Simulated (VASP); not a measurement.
Wanted: the native input for a VASP 6.6.1 run.

```
Task                   : single point
Functional             : PBE
Potentials or basis    : VASP PAW PBE potentials, release 64 (Ni)
Cutoff                 : 600 eV
k mesh                 : 20 × 20 × 10
Occupations            : gaussian, width 0.05 eV
Spin                   : no spin polarisation
Dipole correction      : no
Further INCAR settings : ALGO = Normal; EDIFF = 1e-06; NBANDS = 17
```

The structure of Ni lies in POSCAR:

```
Ni
1.0
    2.4829135151      0.0000000000      0.0000000000
   -1.2414567576      2.1502661795      0.0000000000
    0.0000000000      0.0000000000      4.0886268684
Ni
2
Direct
    0.3333333333      0.6666666667      0.7500000000
    0.6666666667      0.3333333333      0.2500000000
```

This isn't the form of Ni at room conditions, which is fcc.

The input as run:

INCAR

```
SYSTEM = Ni
ALGO = Normal
EDIFF = 1E-6
ENCUT = 600
GGA = PE
GGA_COMPAT = .FALSE.
ISIF = 2
ISMEAR = 0
LASPH = .TRUE.
LCHARG = .FALSE.
LREAL = .FALSE.
LWAVE = .FALSE.
NBANDS = 17
NELM = 120
PREC = Accurate
SIGMA = 0.05
```

KPOINTS

```
k-points
0
G
  20 20 10
  0 0 0
```

Potentials or basis: VASP PAW PBE potentials, release 64 (Ni).

Run with:

```sh
$ cat potpaw_PBE.64/Ni/POTCAR > POTCAR
$ mpirun -np 1 vasp_std > vasp.out
```

It gave:

* Pressure: -1.1 GPa
* Band gap on the k mesh: zero (bands 10 and 11 overlap by 0.53 eV)

Caveat: the run has no spin polarisation, though such a crystal can be magnetic.

It took 110 s on 1 thread of Oxide Virtual Turin-like Processor, with other jobs on the host, peak memory 0.18 GiB.
